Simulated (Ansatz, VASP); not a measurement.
## MoSe: VASP beside Ansatz

The input INCAR:

```
SYSTEM = MoSe
PREC = Accurate
ENCUT = 520
EDIFF = 1E-6
ISMEAR = 0
SIGMA = 0.1
LREAL = .FALSE.
LASPH = .TRUE.
NELM = 150
ALGO = Normal
ISIF = 2
LWAVE = .FALSE.
LCHARG = .TRUE.
ISPIN = 2
MAGMOM = 2 2 0 0
LORBIT = 11
LMAXMIX = 4
LDAU = .TRUE.
LDAUTYPE = 2
LDAUL = 2 -1
LDAUU = 4.38 0
LDAUJ = 0 0
LDAUPRINT = 1
GGA = PE
LELF = .TRUE.
LVHAR = .TRUE.
NBANDS = 32
```

Contents of KPOINTS:

```
Automatic mesh
0
G
  12 12 6
  0 0 0
```

The input POSCAR:

```
MoSe
1.0
    4.0210081880      0.0000000000      0.0000000000
   -2.0105040940      3.4822952396      0.0000000000
    0.0000000000      0.0000000000      6.8157726664
Mo Se
2 2
Direct
    0.0000000000      0.0000000000      0.0000000000
    0.0000000000      0.0000000000      0.5000000000
    0.3333333333      0.6666666667      0.2500000000
    0.6666666667      0.3333333333      0.7500000000
```

Input for Ansatz:

```yaml
crystal:
  lattice:
    - [4.021008188, 0.0, 0.0]
    - [-2.010504094, 3.4822952396, 0.0]
    - [0.0, 0.0, 6.8157726664]
  atoms:
    - { symbol: Mo, position: [0.0, 0.0, 0.0], spin: 2.0 }
    - { symbol: Mo, position: [0.0, 0.0, 0.5], spin: 2.0 }
    - { symbol: Se, position: [0.3333333333, 0.6666666667, 0.25] }
    - { symbol: Se, position: [0.6666666667, 0.3333333333, 0.75] }
basis:
  ecutwfc: 420
kpoints:
  mp_grid: { grid: [12, 12, 6] }
hamiltonian:
  xc: pbe
  hubbard: { sites: [{ species: Mo, l: d, u_eff: 4.38 }] }
scf:
  occupations: { method: gaussian, width: 0.1 }
output:
  forces: true
  stress: true
  eigenvalues: true
  populations: true
magnetization:
  spin_polarized: true
```

Alike in both runs: task single point; functional PBE; k mesh 12 × 12 × 6; occupations gaussian, width 0.1 eV; collinear spin; Hubbard terms Mo d U = 4.38 eV.

|  | VASP | Ansatz |
| --- | --- | --- |
| version | VASP 6.6.1 | Ansatz 0.2.0 |
| potentials or method | VASP PAW PBE potentials, release 64 (Mo_sv, Se), cutoff 520 eV | scalar-relativistic, plane waves, PAW |
| valence electrons in the cell | 40 | 60 |

|  | VASP | Ansatz | Ansatz less VASP |
| --- | --- | --- | --- |
| gap on the k mesh at the Fermi level (eV) | none | none | - |
| pressure (GPa) | -1.3 | 0.0 | +1.28 |
| traceless stress, the component that is largest in VASP (GPa) | 0.11 | 0.00 | -0.112 |
| net moment per atom (μB) | 2.00 | 2.00 | 0.000 |
| size of the moment on the site where the two differ most (μB) | 3.63 | 3.41 | -0.225 |

Site moments also hang on the region over which each program counts them. The programs project onto different local orbitals, so the same U acts differently, and such runs can settle in different states. A gap of «none» marks a metal or a gap that the smearing closes. VASP's potentials hold 40 valence electrons a cell and Ansatz's 60, so a difference there can come from the potentials and not from the codes. Ansatz's warnings: filled band counts differ across k points.
